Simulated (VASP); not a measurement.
Wanted: the native input for a VASP 6.6.1 run.

```
Task                   : single point
Functional             : PBE
Potentials or basis    : VASP PAW PBE potentials, release 64 (Zn, Ga_d, C, N)
Cutoff                 : 520 eV
k mesh                 : 4 × 4 × 4
Occupations            : gaussian, width 0.1 eV
Spin                   : no spin polarisation
Dipole correction      : no
Further INCAR settings : ALGO = Normal; EDIFF = 1e-07; NBANDS = 42
```

The structure of ZnGaC4N4 lies in POSCAR:

```
ZnGaC4N4
1.0
    5.8583731800      0.0000000000      0.0000000000
    0.0000000000      5.8583731800      0.0000000000
    0.0000000000      0.0000000000      5.8583731800
Zn Ga C N
1 1 4 4
Direct
    0.5000000000      0.5000000000      0.5000000000
    0.0000000000      0.0000000000      0.0000000000
    0.1868532600      0.1868532600      0.1868532600
    0.1868532600      0.8131467400      0.8131467400
    0.8131467400      0.1868532600      0.8131467400
    0.8131467400      0.8131467400      0.1868532600
    0.3021582700      0.3021582700      0.3021582700
    0.3021582700      0.6978417300      0.6978417300
    0.6978417300      0.3021582700      0.6978417300
    0.6978417300      0.6978417300      0.3021582700
```

These files were run (other wordings do the same):

INCAR

```
ALGO = Normal ; EDIFF = 1E-7
ENCUT = 520 ; GGA = PE
ISIF = 2 ; ISMEAR = 0
LASPH = T ; LCHARG = F
LREAL = F ; LWAVE = F
NBANDS = 42 ; NELM = 60
PREC = Accurate ; SIGMA = 0.1
```

KPOINTS

```
k-points
0
Gamma
  4 4 4
```

Potentials or basis: VASP PAW PBE potentials, release 64 (Zn, Ga_d, C, N).

The run is started by

```sh
$ cat potpaw_PBE.64/Zn/POTCAR potpaw_PBE.64/Ga_d/POTCAR potpaw_PBE.64/C/POTCAR potpaw_PBE.64/N/POTCAR > POTCAR
$ mpirun -np 1 vasp_std > vasp.out
```

It gave:

The pressure is 2.2 GPa and the largest force is 0.934 eV/Å. The band gap on the k mesh is zero (an odd number of electrons rules out a gap without spin polarisation).

Caveat: an odd number of electrons without spin polarisation forces a metal; a magnetic or distorted state may lie lower.

It took 120 s on 1 thread of Oxide Virtual Turin-like Processor, with other jobs on the host, peak memory 0.33 GiB.
